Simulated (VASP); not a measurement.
HfB2: single point with LDA

The system is HfB2.

```
Hf B
1.0
     3.14000    0.00000    0.00000
    -1.57000    2.71932    0.00000
     0.00000    0.00000    3.48000
Hf B
1 2
Direct
  0.00000 0.00000 0.00000
  0.33333 0.66667 0.50000
  0.66667 0.33333 0.50000
```

| Property | Result |
| --- | --- |
| Program | VASP 6.6.1 |
| Task | single point |
| Functional | LDA |
| Potentials or basis | VASP PAW LDA potentials, release 64 (Hf_pv, B) |
| Cutoff | 520 eV |
| k mesh | 10 × 10 × 8 |
| Occupations | methfessel-paxton, width 0.1 eV |
| Spin | no spin polarisation |
| Dipole correction | no |
| Further INCAR settings | ALGO = Normal; EDIFF = 1e-07; NBANDS = 15 |

```
Pressure               : -9.7 GPa
Band gap on the k mesh : zero (bands 8 and 9 overlap by 0.82 eV)
```

Stress tensor (GPa, compression positive):
```
-9.84  0.00  0.00
 0.00 -9.84  0.00
 0.00  0.00 -9.42
```

Levels at points of the mesh, in eV from the Fermi level:
```tsv
k point	band 6	band 7	band 8	band 9	band 10	band 11
(0.00, 0.00, 0.00)	-2.72	-2.72	-2.53	4.10	4.10	4.75
(0.50, 0.00, 0.00)	-3.95	-3.21	-2.71	2.32	2.82	5.72
(0.00, 0.00, 0.50)	-1.00	-1.00	0.45	0.45	1.11	1.11
(0.50, 0.00, 0.50)	-4.78	-4.52	-2.39	4.23	4.31	6.33
```

It took 37 s on 1 thread of AMD EPYC 7R13, on a shared host, peak memory 0.12 GiB.

Caveat: the cell stands under tension; spin-orbit coupling is left out, which moves the levels of the heavy elements.
